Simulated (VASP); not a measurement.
A run of VASP 6.6.1:

File INCAR:

```
SYSTEM = PbO
  PREC = Accurate
  ENCUT = 600
  EDIFF = 1E-7
  ISMEAR = 0
  SIGMA = 0.1
  LREAL = .False.
  LASPH = .True.
  NELM = 100
  ALGO = Normal
  ISIF = 3
  LWAVE = .False.
  LCHARG = .False.
  GGA = PE
  IBRION = 2
  NSW = 90
  EDIFFG = -0.04
```

KPOINTS

```
Automatic mesh
0
Gamma
  4 4 4
  0 0 0
```

The input POSCAR:

```
PbO
1.0
    5.8931000000      0.0000000000      0.0000000000
    0.0000000000      5.4904000000      0.0000000000
    0.0000000000      0.0000000000      4.7528000000
Pb O
4 4
Direct
    0.2297000000      0.9884000000      0.2500000000
    0.7703000000      0.0116000000      0.7500000000
    0.2297000000      0.5116000000      0.7500000000
    0.7703000000      0.4884000000      0.2500000000
    0.8653000000      0.0917000000      0.2500000000
    0.1347000000      0.9083000000      0.7500000000
    0.8653000000      0.4083000000      0.7500000000
    0.1347000000      0.5917000000      0.2500000000
```

Potentials or basis: VASP PAW PBE potentials, release 64 (Pb_d, O).

Launch:

```sh
$ cat potpaw_PBE.64/Pb_d/POTCAR potpaw_PBE.64/O/POTCAR > POTCAR
$ mpirun -np 1 vasp_std > vasp.out
```

Hardware: 1 thread of AMD EPYC 9R45 96-Core Processor (Zen 5) (shared host).

Task: How long does it take, and how much memory?

Result: It took 39 min on 1 thread of AMD EPYC 9R45 96-Core Processor (Zen 5) (shared host), peak memory 0.39 GiB. Counts: scf iterations 176, k points 27, ion steps 16.
